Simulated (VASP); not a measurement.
Write the native input for VASP 6.6.1 that does the following.

- Task: single point
- Functional: PBE
- Potentials or basis: VASP PAW PBE potentials, release 64 (Al, P)
- Cutoff: 500 eV
- k mesh: 8 × 8 × 8
- Occupations: gaussian, width 0.05 eV
- Spin: no spin polarisation
- Dipole correction: no
- Further INCAR settings: ALGO = Normal; EDIFF = 1e-06; NBANDS = 11

The structure of AlP lies in POSCAR:

```
AlP
1.0
    0.0000000000      2.5892250000      2.5892250000
    2.5892250000      0.0000000000      2.5892250000
    2.5892250000      2.5892250000      0.0000000000
Al P
1 1
Direct
    0.0000000000      0.0000000000      0.0000000000
    0.7500000000      0.7500000000      0.7500000000
```

This cell differs from its parent crystal: strain -0.050 along x and y, -0.050 along z.

The input as run:

INCAR

```
PREC = Accurate
ENCUT = 500
EDIFF = 1E-6
ISMEAR = 0
SIGMA = 0.05
LREAL = False
LASPH = True
NELM = 120
ALGO = Normal
ISIF = 2
LWAVE = False
LCHARG = False
GGA = PE
NBANDS = 11
GGA_COMPAT = False
```

KPOINTS

```
Automatic mesh
0
Gamma
  8 8 8
```

Potentials or basis: VASP PAW PBE potentials, release 64 (Al, P).

Run with:

```bash
$ cat potpaw_PBE.64/Al/POTCAR potpaw_PBE.64/P/POTCAR > POTCAR
$ mpirun -np 1 vasp_std > vasp.out
```

It gave:

* Pressure: 22.1 GPa
* Band gap on the k mesh: 1.21 eV, indirect (least direct gap 3.66 eV)

Caveat: the cell differs from its parent crystal (strain -0.050 along x and y, -0.050 along z).

Wall time 12 s on 1 thread of Intel(R) Xeon(R) Platinum 8259CL CPU @ 2.50GHz (Skylake/Cascade Lake) (shared host), peak memory 0.15 GiB.
